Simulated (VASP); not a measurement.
Crystal: Li3S2.

```
Li S
1.0
     5.11907    0.00000    0.00000
    -2.55954    4.43325    0.00000
     0.00000    0.00000    3.56379
Li S
3 2
Direct
  0.50000 0.00000 0.50000
  0.00000 0.50000 0.50000
  0.50000 0.50000 0.50000
  0.33333 0.66667 0.50000
  0.66667 0.33333 0.50000
```

The cell was built from a structure type or drawn by symmetry, and may not be a known phase.

```yaml
Program: VASP 6.6.1
Task: relaxation of cell and atoms
Functional: PBE
Potentials_or_basis: VASP PAW PBE potentials, release 64 (Li_sv, S)
Cutoff: 600 eV
k_mesh: 6 × 6 × 6
Occupations: gaussian, width 0.1 eV
Spin: no spin polarisation
```

At the start: pressure 90.5 GPa; volume 16.18 Å³/atom.

Where does the relaxation end?

Over 13 steps the energy falls by 4636.4 meV/atom and the volume is 30.29 Å³/atom (+87.2 %); space group P6/mmm (No. 191, to 0.1 Å) before and after.

Step by step:
```
step  energy change (eV)  largest force (eV/Å)  pressure (GPa)  volume (Å³)
   1              0.0000                0.0000           90.50        80.88
   2            -21.9105                0.0000           -4.38       223.77
   3            -22.8991                0.0000            0.62       166.54
   4            -22.9545                0.0000           -1.20       178.62
   5            -22.9604                0.0000           -0.85       175.86
   6            -22.9577                0.0000           -0.53       173.59
   7            -23.0242                0.0000           -0.54       169.49
   8            -23.1678                0.0000           -0.37       157.11
   9            -22.5525                0.0000            2.75       132.03
  10            -23.1777                0.0000           -0.30       155.01
  11            -23.1813                0.0000           -0.19       152.70
  12            -23.1812                0.0000           -0.21       153.12
  13            -23.1820                0.0000            0.07       151.43
```

Final structure:
```yaml
crystal:
  lattice:
    - [7.47419, 0.00000, 0.00000]
    - [-3.73709, 6.47284, 0.00000]
    - [0.00000, 0.00000, 3.13013]
  atoms:
    - { symbol: Li, position: [0.50000, 0.00000, 0.50000] }
    - { symbol: Li, position: [0.00000, 0.50000, 0.50000] }
    - { symbol: Li, position: [0.50000, 0.50000, 0.50000] }
    - { symbol: S, position: [0.33333, 0.66667, 0.50000] }
    - { symbol: S, position: [0.66667, 0.33333, 0.50000] }
```

Caveat: the cutoff is under 1.25 times the usual one of these potentials, so pressure, stress and relaxed cells hold a basis-set (Pulay) error; the volume moved by over 15 % at a fixed basis, so the end points are rough.
